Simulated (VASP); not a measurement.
Set up this calculation in VASP 6.6.1, as the native input.

```yaml
Task: relaxation of the atoms
Functional: BLYP
Dispersion: D3(BJ)
Potentials_or_basis: VASP PAW PBE potentials, release 64 (Cd, S)
Cutoff: 520 eV
k_mesh: 6 × 6 × 6
Occupations: gaussian, width 0.01 eV
Spin: no spin polarisation
Dipole_correction: no
Further_INCAR_settings: ALGO = Normal; EDIFF = 1e-06; IBRION = 2; EDIFFG = -0.02; NSW = 80
```

The structure of CdS lies in POSCAR:

```
CdS
1.0
    0.0000000000      2.7532440000      2.7532440000
    2.7532440000      0.0000000000      2.7532440000
    2.7532440000      2.7532440000      0.0000000000
Cd S
1 1
Direct
   -0.0048760000     -0.0086570000      0.0056120000
    0.5087820000      0.5145250000      0.4535370000
```

This cell differs from its parent crystal: atoms moved at random.

The input as run:

INCAR

```
SYSTEM = CdS
PREC = Accurate ; ENCUT = 520
EDIFF = 1E-6 ; ISMEAR = 0
SIGMA = 0.01 ; LREAL = .FALSE.
LASPH = .TRUE. ; NELM = 80
ALGO = Normal ; ISIF = 2
LWAVE = .FALSE. ; LCHARG = .FALSE.
GGA = B5 ; ALDAX = 1.0
AGGAX = 1.0 ; AGGAC = 1.0
ALDAC = 0.0 ; IVDW = 12
VDW_S6 = 1.0 ; VDW_S8 = 2.6996
VDW_A1 = 0.4298 ; VDW_A2 = 4.2359
IBRION = 2 ; NSW = 80
EDIFFG = -0.02
```

KPOINTS

```
regular mesh
0
G
  6 6 6
  0 0 0
```

Potentials or basis: VASP PAW PBE potentials, release 64 (Cd, S).

Command:

```console
$ cat potpaw_PBE.64/Cd/POTCAR potpaw_PBE.64/S/POTCAR > POTCAR
$ mpirun -np 1 vasp_std > vasp.out
```

It gave:

The energy gained by relaxing is 10.5 meV/atom, the ionic steps are 5 and the pressure after relaxing is -2.0 GPa. The largest force after relaxing is 0.007 eV/Å, the band gap on the k mesh is 0.17 eV, indirect (least direct gap 1.52 eV) and the dispersion energy per atom is -0.830 eV.

Caveat: the cell differs from its parent crystal (atoms moved at random); the PAW data sets were made with another functional, which shifts forces and pressure a little.

Wall time 3.5 min on 1 thread of Intel(R) Xeon(R) Platinum 8259CL CPU @ 2.50GHz (Skylake/Cascade Lake) (shared host), peak memory 0.22 GiB.
